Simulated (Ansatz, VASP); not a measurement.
## Two plane-wave programs on ZnS

INCAR

```
SYSTEM = ZnS
ALGO     = Normal         ! electronic algorithm
EDIFF    = 1E-6           ! SCF threshold, eV
ENCUT    = 520            ! plane-wave cutoff, eV
GGA      = PE             ! functional
ISIF     = 2              ! what is computed and relaxed
ISMEAR   = 0              ! smearing method
LASPH    = .True.         ! aspherical terms in the spheres
LCHARG   = .True.         ! write CHGCAR
LELF     = .True.         ! ELF
LREAL    = .False.        ! projectors in reciprocal space
LVHAR    = .True.       
LWAVE    = .False.        ! write WAVECAR
NBANDS   = 26             ! bands
NELM     = 100            ! most SCF steps
PREC     = Accurate       ! precision mode
SIGMA    = 0.05           ! smearing width, eV
```

The input KPOINTS:

```
k-points
0
Gamma
  9 9 4
  0 0 0
```

POSCAR

```
ZnS
1.0
    3.7428823172      0.0000000000      0.0000000000
   -1.8714411586      3.2414311700      0.0000000000
    0.0000000000      0.0000000000      6.3037246812
Zn S
2 2
Direct
    0.2993460745      0.6666666667      0.0052003729
    0.7006539255      0.3333333333      0.5052003729
    0.3607984271      0.6666666667      0.3797996271
    0.6392015729      0.3333333333      0.8797996271
```

Input for Ansatz:

```yaml
crystal:
  lattice:
    - [3.7428823172, 0.0, 0.0]
    - [-1.8714411586, 3.24143117, 0.0]
    - [0.0, 0.0, 6.3037246812]
  atoms:
    - { symbol: Zn, position: [0.2993460745, 0.6666666667, 0.0052003729] }
    - { symbol: Zn, position: [0.7006539255, 0.3333333333, 0.5052003729] }
    - { symbol: S, position: [0.3607984271, 0.6666666667, 0.3797996271] }
    - { symbol: S, position: [0.6392015729, 0.3333333333, 0.8797996271] }
basis:
  ecutwfc: 520.0
kpoints:
  mp_grid: { grid: [9, 9, 4] }
hamiltonian:
  xc: pbe
scf:
  occupations: { method: gaussian, width: 0.05 }
output:
  forces: true
  stress: true
  eigenvalues: true
```

Change from the starting cell: mode 4 frozen in at -0.131 Å, equal normal strain along x and y -0.0267.

Alike in both runs: task single point; functional PBE; k mesh 9 × 9 × 4; occupations gaussian, width 0.05 eV; no spin polarisation.

|  | VASP | Ansatz |
| --- | --- | --- |
| version | VASP 6.6.1 | Ansatz 0.2.0 |
| potentials or method | VASP PAW PBE potentials, release 64 (Zn, S), cutoff 520 eV | scalar-relativistic, plane waves, PAW |
| valence electrons in the cell | 36 | 36 |

```tsv
	VASP	Ansatz	Ansatz less VASP
gap on the k mesh at the Fermi level (eV)	2.20	2.20	-0.005
least direct gap on the mesh (eV)	2.20	2.20	-0.005
pressure (GPa)	4.3	4.2	-0.18
traceless stress, the component that is largest in VASP (GPa)	-2.90	-2.88	+0.022
rms of the force components (eV/Å)	0.161	0.160	-0.0017
```

Atom by atom the forces differ by 0.002 eV/Å (rms over components).
